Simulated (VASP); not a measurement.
Here is a VASP 6.6.1 calculation.

File INCAR:

```
SYSTEM = CoSi3
ALGO = Normal ; EDIFF = 1E-6
ENCUT = 520 ; GGA = PE
ISIF = 2 ; ISMEAR = 0
ISPIN = 2 ; LASPH = .True.
LCHARG = .False. ; LMAXMIX = 4
LORBIT = 11 ; LREAL = .False.
LWAVE = .False. ; MAGMOM = 0 0 0 3.5
NBANDS = 22 ; NELM = 150
PREC = Accurate ; SIGMA = 0.1
```

The input KPOINTS:

```
k-points
0
Gamma
  12 12 12
  0 0 0
```

File POSCAR:

```
CoSi3
1.0
    0.0000000000      2.9483370208      2.9483370208
    2.9483370208      0.0000000000      2.9483370208
    2.9483370208      2.9483370208      0.0000000000
Si Co
3 1
Direct
    0.2500000000      0.2500000000      0.2500000000
    0.7500000000      0.7500000000      0.7500000000
    0.5000000000      0.5000000000      0.5000000000
    0.0000000000      0.0000000000      0.0000000000
```

Potentials or basis: VASP PAW PBE potentials, release 64 (Si, Co).

Command:

```sh
$ cat potpaw_PBE.64/Si/POTCAR potpaw_PBE.64/Co/POTCAR > POTCAR
$ mpirun -np 1 vasp_std > vasp.out
```

(1) What does it give for the pressure?

(2) Estimate the site moments.

(3) Predict the net moment.

## Answers

(1) -0.1 GPa.

(2) Si +0.00, +0.01 (each value once); Co +0.20 μB.

(3) 0.19 μB per cell.
